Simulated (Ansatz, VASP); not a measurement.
# Cu: VASP beside Ansatz

```
Cu
1.0
     2.51968    0.00000    0.00000
     0.00000    3.56337    0.00000
     0.00000    0.00000   25.07874
Cu
9
Direct
  0.50000 0.50000 0.29906
  0.00000 0.00000 0.34929
  0.50000 0.50000 0.39953
  0.00000 0.00000 0.44976
  0.50000 0.50000 0.50000
  0.00000 0.00000 0.55024
  0.50000 0.50000 0.60047
  0.00000 0.00000 0.65071
  0.50000 0.50000 0.70094
```

Alike in both runs: task single point; functional PBEsol; k mesh 14 × 10 × 1; occupations gaussian, width 0.1 eV; no spin polarisation.

|  | VASP | Ansatz |
| --- | --- | --- |
| version | VASP 6.6.1 | Ansatz 0.2.0 |
| potentials or method | VASP PAW PBE potentials, release 64 (Cu), cutoff 520 eV | scalar-relativistic, plane waves, PAW |
| valence electrons in the cell | 99 | 171 |

Ansatz gave:

- gap on the k mesh at the Fermi level (eV): none
- rms of the force components (eV/Å): 0.170

**Question.** Which values does VASP return?

**Answer.** gap on the k mesh at the Fermi level (eV): none; rms of the force components (eV/Å): 0.162.

VASP's potentials were made for PBE, not for PBEsol. Atom by atom the forces differ by 0.010 eV/Å (rms over components). A gap of «none» marks a metal or a gap that the smearing closes. The functional is the same, so the differences come from potentials, cutoffs and numerics. VASP's potentials hold 99 valence electrons a cell and Ansatz's 171, so a difference there can come from the potentials and not from the codes. Ansatz's warnings: xc potential rough in thin density.
